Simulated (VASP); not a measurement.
# SiC in VASP: notebook, part 2 of 2

VASP 6.6.1. Earlier steps stand in the parts before.

### Step 5. Single point, PBE

File INCAR:

```
SYSTEM = SiC
PREC = Accurate
ENCUT = 520
EDIFF = 1E-7
ISMEAR = -1
SIGMA = 0.1379
LREAL = Auto
LASPH = .TRUE.
NELM = 60
ALGO = Normal
ISIF = 2
LWAVE = .FALSE.
LCHARG = .FALSE.
GGA = PE
NBANDS = 46
ISYM = 0
```

File KPOINTS:

```
Automatic mesh
0
Gamma
  1 1 1
  0.25 0.25 0.25
```

File POSCAR:

```
SiC
1.0
    5.8188710000      0.1233160000     -0.1634130000
    0.1233160000      5.8466490000     -0.1286390000
   -0.1634130000     -0.1286390000      5.4181290000
Si C
8 8
Direct
    0.4142053556      0.0658009046      0.6561769021
    0.9775808516      0.9342828691      0.6976917002
    0.6496368406      0.4738521147      1.1233654583
    0.9260181791      0.7630437006      0.1121319901
    0.7006427740      0.3272504841      0.6520664814
    0.3288159905      0.1823675563      0.1841693669
    0.3260745189      0.5999758143      0.3558112227
    0.3729344207      0.6364567169      0.8045601144
    0.1659549860      0.1979508358      0.8256513272
    0.0625164294      0.3946085242      0.6714434158
    0.5800371949      0.9557534184      0.1100726435
    0.0752338220      0.6421943254      0.7589404793
    0.8554519749      0.2548290087      0.2846235153
    0.0773167840      0.3328097844      0.3739798158
    0.5881561282      0.8704597004      0.8524428678
    0.8226148951      1.0547495595      0.1294478032
```

Potentials or basis: VASP PAW PBE potentials, release 64 (Si, C).

Started as:

```sh
cat potpaw_PBE.64/Si/POTCAR potpaw_PBE.64/C/POTCAR > POTCAR
mpirun -np 1 vasp_std > vasp.out
```

OUTCAR:

```text
SYSTEM = SiC
   PREC = Accurate
   ENCUT = 520
   EDIFF = 1E-7
   ISMEAR = -1
   LREAL = Auto
   LASPH = .TRUE.
   NELM = 60
   ISIF = 2
   GGA = PE
   ISYM = 0

 ion  position               nearest neighbor table
   1  0.414  0.066  0.656-  15 1.83   9 1.88   5 2.31   6 2.69   8 2.70   2 2.71   6 2.98
   2  0.978  0.934  0.698-  12 1.82   9 2.00  15 2.51   4 2.54   1 2.71   5 2.76   8 2.87
   3  0.650  0.474  0.123-  13 1.92   4 2.39   7 2.40   8 2.49   6 2.63   5 2.69   5 3.02
   4  0.926  0.763  0.112-  16 1.79  12 2.22  11 2.27   3 2.39  15 2.43   2 2.54   7 2.77
   5  0.701  0.327  0.652-  10 2.16  13 2.25   1 2.31   3 2.69   8 2.71   2 2.76   3 3.02   7 3.07

   6  0.329  0.182  0.184-  11 1.98  14 1.99   9 2.12   7 2.57   3 2.63   1 2.69   1 2.98
   7  0.326  0.600  0.356-  14 2.19   3 2.40   8 2.43   6 2.57   4 2.77   8 3.04   5 3.07
   8  0.373  0.636  0.805-  12 1.74  15 1.89  10 2.40   7 2.43   3 2.49   1 2.70   5 2.71   2 2.87
                             7 3.04
   9  0.166  0.198  0.826-  10 1.53   1 1.88   2 2.00   6 2.12
  10  0.063  0.395  0.671-  12 1.51   9 1.53  14 1.64   5 2.16   8 2.40
  11  0.580  0.956  0.110-  15 1.46  16 1.55   6 1.98   4 2.27
  12  0.075  0.642  0.759-  10 1.51   8 1.74   2 1.82   4 2.22
  13  0.855  0.255  0.285-  16 1.42  14 1.44   3 1.92   5 2.25
  14  0.077  0.333  0.374-  13 1.44  10 1.64   6 1.99   7 2.19
  15  0.588  0.870  0.852-  11 1.46   1 1.83   8 1.89   4 2.43   2 2.51
  16  0.823  0.055  0.129-  13 1.42  11 1.55   4 1.79

IMPORTANT INFORMATION: All symmetrisations will be switched off!
NOSYMM: (Re-)initialisation of all symmetry stuff for point group C_1.

----------------------------------------------------------------------------------------

                                     Primitive cell

  volume of cell :     184.0000

  direct lattice vectors                    reciprocal lattice vectors
     5.818871000  0.123316000 -0.163413000     0.172072577 -0.003516961  0.005106279
     0.123316000  5.846649000 -0.128639000    -0.003516961  0.171199422  0.003958600
    -0.163413000 -0.128639000  5.418129000     0.005106279  0.003958600  0.184813551

  length of vectors
     5.822471156  5.849364013  5.422118927     0.172184247  0.171281294  0.184926454

  position of ions in fractional coordinates (direct lattice)
     0.414205356  0.065800905  0.656176902
     0.977580852  0.934282869  0.697691700
     0.649636841  0.473852115  0.123365458
     0.926018179  0.763043701  0.112131990
     0.700642774  0.327250484  0.652066481
     0.328815990  0.182367556  0.184169367
[... 8 lines left out ...]
     0.588156128  0.870459700  0.852442868
     0.822614895  0.054749560  0.129447803

  ion indices of the primitive-cell ions
   primitive index   ion index
                 1           1
                 2           2
                 3           3
                 4           4
                 5           5
                 6           6
[... 8 lines left out ...]
                15          15
                16          16

----------------------------------------------------------------------------------------

 KPOINTS: Automatic mesh

Automatic generation of k-mesh.
 Grid dimensions read from file:
 generate k-points for:    1    1    1

 Generating k-lattice:

  Cartesian coordinates                     Fractional coordinates (reciprocal lattice)
     0.172072577 -0.003516961  0.005106279     1.000000000 -0.000000000  0.000000000
    -0.003516961  0.171199422  0.003958600    -0.000000000  1.000000000  0.000000000
     0.005106279  0.003958600  0.184813551     0.000000000  0.000000000  1.000000000

  Length of vectors
     0.172184247  0.171281294  0.184926454

  Shift w.r.t. Gamma in fractional coordinates (k-lattice)
     0.250000000  0.250000000  0.250000000

 Subroutine IBZKPT returns following result:
 ===========================================

 Found      1 irreducible k-points:

 Following reciprocal coordinates:
            Coordinates               Weight
  0.250000  0.250000  0.250000      2.000000
   k-points           NKPTS =      1   k-points in BZ     NKDIM =      1   number of bands    NBANDS=     46
   number of dos      NEDOS =    301   number of ions     NIONS =     16
   total plane-waves  NPLWV =  92160
   dimension x,y,z NGX =    48 NGY =   48 NGZ =   40
   dimension x,y,z NGXF=    96 NGYF=   96 NGZF=   80
   ions per type =               8   8
   NGX,Y,Z   is equivalent  to a cutoff of  13.71, 13.64, 12.26 a.u.
   NGXF,Y,Z  is equivalent  to a cutoff of  27.41, 27.28, 24.53 a.u.
 SYSTEM =  SiC
   PREC   = accura    normal or accurate (medium, high low for compatibility)
   ISTART =      0    job   : 0-new  1-cont  2-samecut
   ICHARG =      2    charge: 1-file 2-atom 10-const
   ISPIN  =      1    spin polarized calculation?
   LNONCOLLINEAR =      F non collinear calculations
   LSORBIT =      F    spin-orbit coupling
   LASPH  =      T    aspherical Exc in radial PAW
   ENCUT  =  520.0 eV  38.22 Ry    6.18 a.u.  10.83 10.88 10.08*2*pi/ulx,y,z
   NELM   =     60;   NELMIN=  2; NELMDL= -5     # of ELM steps
   EDIFF  = 0.1E-06   stopping-criterion for ELM
   LREAL  =      T    real-space projection
   EDIFFG = 0.1E-05   stopping-criterion for IOM
   NSW    =      0    number of steps for IOM
   IBRION =     -1    ionic relax: 0-MD 1-quasi-New 2-CG
   NFREE  =      0    steps in history (QN), initial steepest desc. (CG)
   ISIF   =      2    stress and relaxation
   ISYM   =      0    0-nonsym 1-usesym 2-fastsym
   POTIM  = 0.5000    time-step for ionic-motion
   TEBEG  =    0.0;   TEEND  =   0.0 temperature during run
   PSTRESS=    0.0 pullay stress
   NELECT =      64.0000    total number of electrons
   NUPDOWN=      -1.0000    fix difference up-down
   EMIN   =  10.00;   EMAX   =-10.00  energy-range for DOS
   EFERMI =   0.00;   METHOD = LEGACY
   ISMEAR =    -1;   SIGMA  =   0.14  broadening in eV -4-tet -1-fermi 0-gaus
   EFERMI_NEDOS =   21; number of points for ismear=-14 and -15
   IALGO  =     38    algorithm
   IMIX   =      4    mixing-type and parameters
     AMIX     =   0.40;   BMIX     =  1.00
     AMIX_MAG =   1.60;   BMIX_MAG =  1.00
  volume/ion in A,a.u.               =      11.50        77.61
  Fermi-wavevector in a.u.,A,eV,Ry     =   1.151319  2.175677 18.034996  1.325535
  Thomas-Fermi vector in A             =   2.287977
   LORBIT       =      0    0 simple, 1 ext, 2 COOP (PROOUT), +10 PAW based schemes
   GGA     = PE    functional components
   LHFCALC =     F    Hartree Fock is set to
   AEXX    =    0.0000 exact exchange contribution
   IVDW    =     0    specifies the selected vdW correction
   LEPSILON=     F    determine dielectric tensor
   LRPA    =     F    only Hartree local field effects (RPA)
 non-spin polarized calculation
  energy-cutoff  :      520.00
  volume of cell :      184.00
 maximum number of plane-waves:      4941
 NGX is ok and might be reduce to    48
   NGX = 21   NGY = 21   NGZ = 21

 number of electron      64.0000001 magnetization

 Free energy of the ion-electron system (eV)
  ---------------------------------------------------
  ext. energy  EPLUGINS =         0.00000000
  ---------------------------------------------------
  free energy    TOTEN  =      -102.45632659 eV

  energy without entropy =     -102.23677350  energy(sigma->0) =     -102.34655005

 E-fermi :   8.1358     XC(G=0): -11.0083

 val. band max:        7.8337245684   @ k =   0.2500   0.2500   0.2500
 cond. band min:       8.4131479463   @ k =   0.2500   0.2500   0.2500
 fundamental gap:      0.5794233778
 Fermi energy:         8.1357557268

 k-point     1 :       0.2500    0.2500    0.2500
  band No.  band energies     occupation
      1      -9.1377      2.00000
      2      -8.8215      2.00000
      3      -7.0611      2.00000
      4      -5.8618      2.00000
      5      -4.8690      2.00000
      6      -3.9258      2.00000
[... 36 lines left out ...]
     43      12.2303      0.00000
     44      12.6140      0.00000
 [bands above 44 left out]

------------------------ aborting loop because EDIFF is reached ----------------------------------------

  FORCE on cell =-STRESS in cart. coord.  units (eV):
  Direction    XX          YY          ZZ          XY          YZ          ZX
  --------------------------------------------------------------------------------------
  -------------------------------------------------------------------------------------
  Total        7.5372632      6.7924217     -4.1137569      7.8534409     -5.5712061      5.3836730
  in kB       65.6306173     59.1449205    -35.8204829     68.3837304    -48.5112019     46.8782598
  external PRESSURE =      29.6516850 kB  Pullay stress =       0.0000000 kB

 VOLUME and BASIS-vectors are now :
 -----------------------------------------------------------------------------
  energy-cutoff  :      520.00
  volume of cell :      184.00
      direct lattice vectors                 reciprocal lattice vectors
     5.818871000  0.123316000 -0.163413000     0.172072577 -0.003516961  0.005106279
     0.123316000  5.846649000 -0.128639000    -0.003516961  0.171199422  0.003958600
    -0.163413000 -0.128639000  5.418129000     0.005106279  0.003958600  0.184813551

 POSITION                                       TOTAL-FORCE (eV/Angst)
 -----------------------------------------------------------------------------------
      2.31109      0.35138      3.47910         0.607577      0.494602     -1.507922
      5.68962      5.49323      3.50025        -2.409662      1.477276     -0.726256
      3.81843      2.83469      0.50129        -0.300108     -0.428062     -0.318306
      5.46415      4.56102      0.35807         0.727958     -2.790853     -0.085082
      4.01075      1.91584      3.37639         0.856607     -0.649203      0.310695
      1.90573      1.08310      0.92066        -0.014166     -0.382933     -0.284006
[... 8 lines left out ...]
      3.39045      5.05214      4.41056        -0.810728     -0.840203      0.514686
      4.77229      0.40489      0.55990        -3.251522      1.492917      1.385208
 -----------------------------------------------------------------------------------
    total drift:                                0.001914     -0.018228      0.007798

  FREE ENERGIE OF THE ION-ELECTRON SYSTEM (eV)
  ---------------------------------------------------
  free  energy   TOTEN  =      -102.4563265930 eV

  energy  without entropy=     -102.2367734970  energy(sigma->0) =     -102.34655005
```

Wall time 14 s (1 thread of Intel Xeon 6975P-C (Granite Rapids), shared host); peak memory 0.26 GiB.

What came out:

- Free energy: -102.4563 eV
- Pressure: 3.0 GPa
- Largest force: 3.837 eV/Å
- Band gap on the k mesh: 0.58 eV

Forces on the atoms (eV/Å):
```
Si   0.608  0.495 -1.508
Si  -2.410  1.477 -0.726
Si  -0.300 -0.428 -0.318
Si   0.728 -2.791 -0.085
Si   0.857 -0.649  0.311
Si  -0.014 -0.383 -0.284
Si  -0.349  1.022 -1.106
Si   3.726 -0.418  0.037
C    1.025  0.223  0.120
C   -2.160 -1.631 -1.024
C    1.534  2.555 -0.701
C   -0.998  0.221  1.561
C    0.588 -0.127 -0.221
C    1.228 -0.220  2.044
C   -0.811 -0.840  0.515
C   -3.252  1.493  1.385
```

Stress tensor (GPa, compression positive):
```
 6.56  6.84  4.69
 6.84  5.91 -4.85
 4.69 -4.85 -3.58
```

Levels at points of the mesh, in eV from the valence-band top:
```tsv
k point	band 29	band 30	band 31	band 32	band 33	band 34	band 35	band 36
(0.25, 0.25, 0.25)	-1.22	-0.56	-0.26	0.00	0.58	1.25	1.75	1.88
```

Caveat: the k points lie up to 1.16 Å⁻¹ apart.
